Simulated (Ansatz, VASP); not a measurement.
## Two plane-wave programs on Co

```
Co
1.0
    -1.39887    1.39887    1.39887
     1.39887   -1.39887    1.39887
     1.39887    1.39887   -1.39887
Co
1
Direct
  0.00000 0.00000 0.00000
```

Alike in both runs: task single point; functional r2SCAN; k mesh 20 × 20 × 20; occupations gaussian, width 0.05 eV; no spin polarisation.

|  | VASP | Ansatz |
| --- | --- | --- |
| version | VASP 6.6.1 | Ansatz 0.2.0 |
| potentials or method | VASP PAW PBE potentials, release 64 (Co), cutoff 520 eV | scalar-relativistic, plane waves, PAW |
| valence electrons in the cell | 9 | 17 |

```tsv
	VASP	Ansatz	Ansatz less VASP
pressure (GPa)	-17.1	-17.5	-0.38
```

VASP's potentials were made for PBE, not for r2SCAN. The functional is the same, so the differences come from potentials, cutoffs and numerics. VASP's potentials hold 9 valence electrons a cell and Ansatz's 17, so a difference there can come from the potentials and not from the codes.
